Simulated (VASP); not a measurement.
# AlN (Fm-3m) in VASP: a series of runs

AlN is run at these levels: PBEsol+D3(BJ); tasks: single point.

All numbers are computed with VASP 6.6.1; they aren't measurements. Logs are shortened: lines on timing, memory, paths and dates and some standing lists are left out, and cuts for length are marked.

## (1) The cell of the first run

The structure is cubic, space group Fm-3m (No. 225). The conventional cell has a = 3.990 Å, b = 3.990 Å, c = 3.990 Å, α = 90.00°, β = 90.00°, γ = 90.00°. Within 2.6 Å of Al (site symmetry m-3m) lie 6 N at 1.99 Å. N (site symmetry m-3m) has 6 Al at 1.99 Å within 2.6 Å.

## (2) Single point, PBEsol+D3(BJ) (volume scaled by 0.98)

INCAR reads:

```
SYSTEM = AlN
  ALGO = Normal
  EDIFF = 1E-6
  ENCUT = 520
  GGA = PS
  ISIF = 2
  ISMEAR = 0
  IVDW = 12
  LASPH = .True.
  LCHARG = .False.
  LREAL = .False.
  LWAVE = .False.
  NBANDS = 11
  NELM = 60
  PREC = Accurate
  SIGMA = 0.05
```

KPOINTS reads:

```
k-points
0
Gamma
  10 10 10
  0 0 0
```

POSCAR reads:

```
AlN
1.0
    0.0000000000      1.9948440816      1.9948440816
    1.9948440816      0.0000000000      1.9948440816
    1.9948440816      1.9948440816      0.0000000000
Al N
1 1
Direct
    0.0000000000      0.0000000000      0.0000000000
    0.5000000000      0.5000000000      0.5000000000
```

Potentials or basis: VASP PAW PBE potentials, release 64 (Al, N).

Run with:

```console
cat potpaw_PBE.64/Al/POTCAR potpaw_PBE.64/N/POTCAR > POTCAR
mpirun -np 1 vasp_std > vasp.out
```

OUTCAR:

```text
SYSTEM = AlN
   EDIFF = 1E-6
   ENCUT = 520
   GGA = PS
   ISIF = 2
   ISMEAR = 0
   IVDW = 12
   LASPH = .True.
   LREAL = .False.
   NELM = 60
   PREC = Accurate
 IVDW          = 12

 ion  position               nearest neighbor table
   1  0.000  0.000  0.000-   2 1.99   2 1.99   2 1.99   2 1.99   2 1.99   2 1.99
   2  0.500  0.500  0.500-   1 1.99   1 1.99   1 1.99   1 1.99   1 1.99   1 1.99

  LATTYP: Found a face centered cubic cell.
 ALAT       =     3.9896881632

  Lattice vectors:

 A1 = (   0.0000000000,   1.9948440816,   1.9948440816)
 A2 = (   1.9948440816,   0.0000000000,   1.9948440816)
 A3 = (   1.9948440816,   1.9948440816,   0.0000000000)

Analysis of symmetry for initial positions (statically):
=====================================================================
 Subroutine PRICEL returns:
 Original cell was already a primitive cell.

 Routine SETGRP: Setting up the symmetry group for a
 face centered cubic supercell.

 Subroutine GETGRP returns: Found 48 space group operations
 (whereof 48 operations were pure point group operations)
 out of a pool of 48 trial point group operations.

The static configuration has the point symmetry O_h .

Analysis of symmetry for dynamics (positions and initial velocities):
=====================================================================
 Subroutine PRICEL returns:
 Original cell was already a primitive cell.

 Routine SETGRP: Setting up the symmetry group for a
 face centered cubic supercell.

 Subroutine GETGRP returns: Found 48 space group operations
 (whereof 48 operations were pure point group operations)
 out of a pool of 48 trial point group operations.

The dynamic configuration has the point symmetry O_h .

 Subroutine INISYM returns: Found 48 space group operations
 (whereof 48 operations are pure point group operations),
 and found     1 'primitive' translations

----------------------------------------------------------------------------------------

                                     Primitive cell

  volume of cell :      15.8766

  direct lattice vectors                    reciprocal lattice vectors
     0.000000000  1.994844082  1.994844082    -0.250646156  0.250646156  0.250646156
     1.994844082  0.000000000  1.994844082     0.250646156 -0.250646156  0.250646156
     1.994844082  1.994844082  0.000000000     0.250646156  0.250646156 -0.250646156

  length of vectors
     2.821135555  2.821135555  2.821135555     0.434131876  0.434131876  0.434131876

  position of ions in fractional coordinates (direct lattice)
     0.000000000  0.000000000  0.000000000
     0.500000000  0.500000000  0.500000000

  ion indices of the primitive-cell ions
   primitive index   ion index
                 1           1
                 2           2

----------------------------------------------------------------------------------------

 KPOINTS: k-points

Automatic generation of k-mesh.
 Grid dimensions read from file:
 generate k-points for:   10   10   10

 Generating k-lattice:

  Cartesian coordinates                     Fractional coordinates (reciprocal lattice)
    -0.025064616  0.025064616  0.025064616     0.100000000  0.000000000  0.000000000
     0.025064616 -0.025064616  0.025064616     0.000000000  0.100000000  0.000000000
     0.025064616  0.025064616 -0.025064616     0.000000000  0.000000000  0.100000000

  Length of vectors
     0.043413188  0.043413188  0.043413188

  Shift w.r.t. Gamma in fractional coordinates (k-lattice)
     0.000000000  0.000000000  0.000000000

 Subroutine IBZKPT returns following result:
 ===========================================

 Found     47 irreducible k-points:

 Following reciprocal coordinates:
            Coordinates               Weight
  0.000000  0.000000  0.000000      1.000000
  0.100000  0.000000  0.000000      8.000000
  0.200000  0.000000  0.000000      8.000000
  0.300000  0.000000  0.000000      8.000000
  0.400000  0.000000  0.000000      8.000000
  0.500000  0.000000  0.000000      4.000000
[... 16 lines left out ...]
  0.300000  0.300000  0.000000      6.000000
  0.400000  0.300000  0.000000     24.000000
 [... further k-points ...]
   k-points           NKPTS =     47   k-points in BZ     NKDIM =     47   number of bands    NBANDS=     11
   number of dos      NEDOS =    301   number of ions     NIONS =      2
   total plane-waves  NPLWV =  13824
   dimension x,y,z NGX =    24 NGY =   24 NGZ =   24
   dimension x,y,z NGXF=    48 NGYF=   48 NGZF=   48
   ions per type =               1   1
   NGX,Y,Z   is equivalent  to a cutoff of  14.14, 14.14, 14.14 a.u.
   NGXF,Y,Z  is equivalent  to a cutoff of  28.29, 28.29, 28.29 a.u.
 SYSTEM =  AlN
   PREC   = accura    normal or accurate (medium, high low for compatibility)
   ISTART =      0    job   : 0-new  1-cont  2-samecut
   ICHARG =      2    charge: 1-file 2-atom 10-const
   ISPIN  =      1    spin polarized calculation?
   LNONCOLLINEAR =      F non collinear calculations
   LSORBIT =      F    spin-orbit coupling
   LASPH  =      T    aspherical Exc in radial PAW
   ENCUT  =  520.0 eV  38.22 Ry    6.18 a.u.   5.25  5.25  5.25*2*pi/ulx,y,z
   NELM   =     60;   NELMIN=  2; NELMDL= -5     # of ELM steps
   EDIFF  = 0.1E-05   stopping-criterion for ELM
   LREAL  =      F    real-space projection
   EDIFFG = 0.1E-04   stopping-criterion for IOM
   NSW    =      0    number of steps for IOM
   IBRION =     -1    ionic relax: 0-MD 1-quasi-New 2-CG
   NFREE  =      0    steps in history (QN), initial steepest desc. (CG)
   ISIF   =      2    stress and relaxation
   ISYM   =      2    0-nonsym 1-usesym 2-fastsym
   POTIM  = 0.5000    time-step for ionic-motion
   TEBEG  =    0.0;   TEEND  =   0.0 temperature during run
   PSTRESS=    0.0 pullay stress
   NELECT =       8.0000    total number of electrons
   NUPDOWN=      -1.0000    fix difference up-down
   EMIN   =  10.00;   EMAX   =-10.00  energy-range for DOS
   EFERMI =   0.00;   METHOD = LEGACY
   ISMEAR =     0;   SIGMA  =   0.05  broadening in eV -4-tet -1-fermi 0-gaus
   EFERMI_NEDOS =   21; number of points for ismear=-14 and -15
   IALGO  =     38    algorithm
   IMIX   =      4    mixing-type and parameters
     AMIX     =   0.40;   BMIX     =  1.00
     AMIX_MAG =   1.60;   BMIX_MAG =  1.00
  volume/ion in A,a.u.               =       7.94        53.57
  Fermi-wavevector in a.u.,A,eV,Ry     =   1.302724  2.461792 23.090322  1.697091
  Thomas-Fermi vector in A             =   2.433774
   LORBIT       =      0    0 simple, 1 ext, 2 COOP (PROOUT), +10 PAW based schemes
   GGA     = PS    functional components
   LHFCALC =     F    Hartree Fock is set to
   AEXX    =    0.0000 exact exchange contribution
   IVDW    =    12    specifies the selected vdW correction
   LEPSILON=     F    determine dielectric tensor
   LRPA    =     F    only Hartree local field effects (RPA)
 non-spin polarized calculation
 Gauss-broadening in eV      SIGMA  =   0.05
  energy-cutoff  :      520.00
  volume of cell :       15.88
 maximum number of plane-waves:       444
 NGX is ok and might be reduce to    24
   NGX = 11   NGY = 11   NGZ = 11

 number of electron       7.9999999 magnetization

 Free energy of the ion-electron system (eV)
  ---------------------------------------------------
  ext. energy  EPLUGINS =         0.00000000
  ---------------------------------------------------
  free energy    TOTEN  =       -15.42473142 eV

  energy without entropy =      -15.42473142  energy(sigma->0) =      -15.42473142

 E-fermi :  10.6925     XC(G=0): -12.6423

 val. band max:       10.4151061629   @ k =   0.0000   0.0000   0.0000
 cond. band min:      15.3587560860   @ k =   0.5000   0.5000   0.0000
 fundamental gap:      4.9436499231
 Fermi energy:        10.6925024366

 k-point     1 :       0.0000    0.0000    0.0000
  band No.  band energies     occupation
      1      -7.5062      2.00000
      2      10.4151      2.00000
      3      10.4151      2.00000
      4      10.4151      2.00000
      5      16.6727      0.00000
      6      22.5660      0.00000
      7      22.5660      0.00000
      8      22.5660      0.00000
      9      27.7555      0.00000
     10      28.3973      0.00000
     11      28.3973      0.00000

 k-point     2 :       0.1000    0.0000    0.0000
  band No.  band energies     occupation
      1      -7.2918      2.00000
      2       9.3883      2.00000
      3      10.2816      2.00000
      4      10.2816      2.00000
      5      17.2650      0.00000
      6      21.6677      0.00000
      7      22.8894      0.00000
      8      22.8894      0.00000
      9      26.9308      0.00000
     10      26.9308      0.00000
     11      29.0438      0.00000

 k-point     3 :       0.2000    0.0000    0.0000
  band No.  band energies     occupation
      1      -6.6668      2.00000
      2       7.1846      2.00000
      3       9.9589      2.00000
      4       9.9589      2.00000
      5      17.7468      0.00000
      6      21.3367      0.00000
      7      23.1789      0.00000
      8      23.1789      0.00000
      9      26.2834      0.00000
     10      26.2834      0.00000
     11      28.5034      0.00000

 k-point     4 :       0.3000    0.0000    0.0000
  band No.  band energies     occupation
      1      -5.7032      2.00000
      2       4.7610      2.00000
      3       9.6026      2.00000
      4       9.6027      2.00000
      5      17.3107      0.00000
      6      22.5037      0.00000
      7      22.5295      0.00000
      8      22.5295      0.00000
      9      27.6212      0.00000
     10      27.7510      0.00000
     11      27.7510      0.00000

 k-point     5 :       0.4000    0.0000    0.0000
  band No.  band energies     occupation
      1      -4.6175      2.00000
      2       2.7011      2.00000
      3       9.3415      2.00000
      4       9.3415      2.00000
      5      16.8687      0.00000
      6      21.8803      0.00000
      7      21.8803      0.00000
      8      23.7670      0.00000
      9      27.0044      0.00000
     10      30.0296      0.00000
     11      30.0296      0.00000
[... 211 lines left out ...]
 k-point    21 :      -0.3000    0.2000    0.0000
  band No.  band energies     occupation
      1      -4.3970      2.00000
      2       3.8416      2.00000
      3       6.5630      2.00000
      4       9.2003      2.00000
      5      18.8431      0.00000
      6      20.5835      0.00000
      7      22.2327      0.00000
      8      23.0684      0.00000
      9      27.5894      0.00000
     10      29.9958      0.00000
     11      31.7527      0.00000

 k-point    22 :      -0.2000    0.2000    0.0000
  band No.  band energies     occupation
      1      -5.3916      2.00000
      2       5.3449      2.00000
      3       7.3056      2.00000
      4       9.6631      2.00000
      5      19.4232      0.00000
      6      20.4800      0.00000
      7      21.6659      0.00000
      8      23.2875      0.00000
      9      25.5155      0.00000
     10      29.8273      0.00000
     11      31.4849      0.00000

 k-point    23 :       0.3000    0.3000    0.0000
  band No.  band energies     occupation
      1      -5.1366      2.00000
      2       5.4650      2.00000
      3       8.2906      2.00000
      4       8.2906      2.00000
      5      16.9218      0.00000
      6      17.6739      0.00000
      7      22.5791      0.00000
      8      26.4409      0.00000
      9      26.4409      0.00000
     10      31.2356      0.00000
     11      35.0185      0.00000

 k-point    24 :       0.4000    0.3000    0.0000
  band No.  band energies     occupation
      1      -4.3291      2.00000
      2       4.3681      2.00000
      3       7.4750      2.00000
      4       8.0213      2.00000
      5      16.6561      0.00000
      6      17.4357      0.00000
      7      23.0158      0.00000
      8      26.4336      0.00000
      9      27.2465      0.00000
     10      32.5892      0.00000
     11      35.6708      0.00000

 [... further k-points ...]

------------------------ aborting loop because EDIFF is reached ----------------------------------------

 Edisp (eV)   -0.59696

 E8    (eV) :    -0.3683

  FORCE on cell =-STRESS in cart. coord.  units (eV):
  Direction    XX          YY          ZZ          XY          YZ          ZX
  --------------------------------------------------------------------------------------
  -------------------------------------------------------------------------------------
  Total       0.56420     0.56420     0.56420     0.00000    -0.00000     0.00000
  in kB      56.93590    56.93590    56.93590     0.00000    -0.00000     0.00000
  external pressure =       56.94 kB  Pullay stress =        0.00 kB

 VOLUME and BASIS-vectors are now :
 -----------------------------------------------------------------------------
  energy-cutoff  :      520.00
  volume of cell :       15.88
      direct lattice vectors                 reciprocal lattice vectors
     0.000000000  1.994844082  1.994844082    -0.250646156  0.250646156  0.250646156
     1.994844082  0.000000000  1.994844082     0.250646156 -0.250646156  0.250646156
     1.994844082  1.994844082  0.000000000     0.250646156  0.250646156 -0.250646156

 POSITION                                       TOTAL-FORCE (eV/Angst)
 -----------------------------------------------------------------------------------
      0.00000      0.00000      0.00000        -0.000000     -0.000000      0.000000
      1.99484      1.99484      1.99484         0.000000      0.000000     -0.000000
 -----------------------------------------------------------------------------------
    total drift:                               -0.000000     -0.000000      0.000000

  FREE ENERGIE OF THE ION-ELECTRON SYSTEM (eV)
  ---------------------------------------------------
  free  energy   TOTEN  =       -16.0216899276 eV

  energy  without entropy=      -16.0216899276  energy(sigma->0) =      -16.02168993
```

Run time: 3.1 s. Hardware: 1 thread of Intel Xeon 6975P-C (Granite Rapids), shared host; peak memory 0.14 GiB.

What came out:

```yaml
Free_energy: -16.0217 eV
Pressure: 5.7 GPa
Band_gap_on_the_k_mesh: 4.94 eV, indirect (least direct gap 6.26 eV)
Dispersion_energy_per_atom: -0.298 eV
```

Caveat: the PAW data sets were made with another functional, which shifts forces and pressure a little. A k mesh can miss the band edges.

[end of part 1 of 2]
